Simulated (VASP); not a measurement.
Zn3Se2: single point with PBE

Zn3Se2:

```
CELL_PARAMETERS angstrom
4.06339 0.00000 0.00000
-2.03169 3.51900 0.00000
0.00000 0.00000 10.01674
ATOMIC_POSITIONS crystal
Zn 0.00000 0.00000 0.00000
Zn 0.33333 0.66667 0.59444
Zn 0.66667 0.33333 0.40556
Se 0.33333 0.66667 0.32859
Se 0.66667 0.33333 0.67141
```

```yaml
Program: VASP 6.6.1
Task: single point
Functional: PBE
Potentials_or_basis: VASP PAW PBE potentials, release 64 (Zn, Se)
Cutoff: 520 eV
k_mesh: 12 × 12 × 4
Occupations: gaussian, width 0.02 eV
Spin: no spin polarisation
Dipole_correction: no
Further_INCAR_settings: ALGO = Normal; EDIFF = 1e-06; NBANDS = 32
```

- Pressure: 0.1 GPa
- Largest force: 0.026 eV/Å
- Band gap on the k mesh: 1.06 eV (least direct gap 1.62 eV)

Forces in eV/Å, atoms in the order of the input:
```
Zn   0.000  0.000  0.000
Zn   0.000  0.000 -0.004
Zn   0.000  0.000  0.004
Se   0.000  0.000 -0.026
Se   0.000  0.000  0.026
```

Levels at points of the mesh, in eV from the valence-band top:
```csv
k point,band 20,band 21,band 22,band 23,band 24,band 25,band 26,band 27,band 28,band 29
"(0.00, 0.00, 0.00)",-1.43,-1.34,-1.34,-0.71,-0.71,1.06,1.86,3.87,5.29,5.37
"(0.50, 0.00, 0.00)",-2.87,-2.67,-1.78,-1.62,-0.21,2.15,2.26,2.91,3.33,4.73
"(0.00, 0.00, 0.50)",-1.34,-1.34,-0.71,-0.71,-0.54,1.08,1.17,4.10,5.39,5.39
"(0.50, 0.00, 0.50)",-2.83,-2.67,-1.71,-1.62,-0.44,2.03,2.23,3.04,3.85,4.98
```

Run time: 2.2 min on 1 thread of Intel(R) Xeon(R) 6975P-C (Granite Rapids), with other jobs on the host, peak memory 0.42 GiB.

A k mesh can miss the band edges.
